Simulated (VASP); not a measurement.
Wanted: the native input for a VASP 6.6.1 run.

```
Task                   : single point
Functional             : revPBE
Potentials or basis    : VASP PAW PBE potentials, release 64 (K_sv)
Cutoff                 : 520 eV
k mesh                 : 6 × 6 × 8
Occupations            : fermi-dirac, width 0.1 eV
Spin                   : no spin polarisation
Dipole correction      : no
Further INCAR settings : ALGO = Normal; EDIFF = 1e-06; NBANDS = 20
```

The structure of K lies in POSCAR:

```
K
1.0
    7.6496270244      0.0000000000      0.0000000000
   -3.8248135122      6.6247713326      0.0000000000
    0.0000000000      0.0000000000      4.5596358430
K
3
Direct
    1.0000000000      0.0000000000      0.0000000000
    0.3333333333      0.6666666667      0.5000000000
    0.6666666667      0.3333333333      0.5000000000
```

This cell differs from its parent crystal: volume scaled by 0.96.

One way to write it, as run:

INCAR

```
SYSTEM = K
  PREC = Accurate
  ENCUT = 520
  EDIFF = 1E-6
  ISMEAR = -1
  SIGMA = 0.1
  LREAL = .FALSE.
  LASPH = .TRUE.
  NELM = 60
  ALGO = Normal
  ISIF = 2
  LWAVE = .FALSE.
  LCHARG = .TRUE.
  GGA = RE
  LELF = .TRUE.
  LVHAR = .TRUE.
  NBANDS = 20
```

KPOINTS

```
Automatic mesh
0
G
  6 6 8
  0 0 0
```

Potentials or basis: VASP PAW PBE potentials, release 64 (K_sv).

The run is started by

```bash
$ cat potpaw_PBE.64/K_sv/POTCAR > POTCAR
$ mpirun -np 1 vasp_std > vasp.out
```

Results of the run:

The pressure is 0.1 GPa.

Caveat: the PAW data sets were made with another functional, which shifts forces and pressure a little.

Run time: 76 s on 1 thread of Intel(R) Xeon(R) Platinum 8488C (Sapphire Rapids) (shared host), peak memory 0.4 GiB.
